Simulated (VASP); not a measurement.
A run of VASP 6.6.1:

The input INCAR:

```
PREC = Accurate
ENCUT = 520
EDIFF = 1E-6
ISMEAR = 0
SIGMA = 0.15
LREAL = False
LASPH = True
NELM = 80
ALGO = Fast
ISIF = 2
LWAVE = False
LCHARG = False
GGA = PE
NBANDS = 30
```

The input KPOINTS:

```
Automatic mesh
0
Gamma
  18 18 6
```

Contents of POSCAR:

```
Ag
1.0
    2.8927652239      0.0000000000      0.0000000000
   -1.4463826119      2.5052081711      0.0000000000
    0.0000000000      0.0000000000      9.8504172480
Ag
4
Direct
    0.3333333333      0.6666666667      0.2500000000
    0.6666666667      0.3333333333      0.7500000000
    0.0000000000      0.0000000000      0.0000000000
    0.0000000000      0.0000000000      0.5000000000
```

Potentials or basis: VASP PAW PBE potentials, release 64 (Ag).

Command:

```sh
$ cat potpaw_PBE.64/Ag/POTCAR > POTCAR
$ mpirun -np 1 vasp_std > vasp.out
```

Hardware: 1 thread of Intel Xeon 8259CL, with other jobs on the host.

Problem. Estimate the wall time of this run.

Solution. Run time: 5.8 min on 1 thread of Intel Xeon 8259CL, on a shared host, peak memory 0.37 GiB. Counts: scf iterations 12, k points 148.
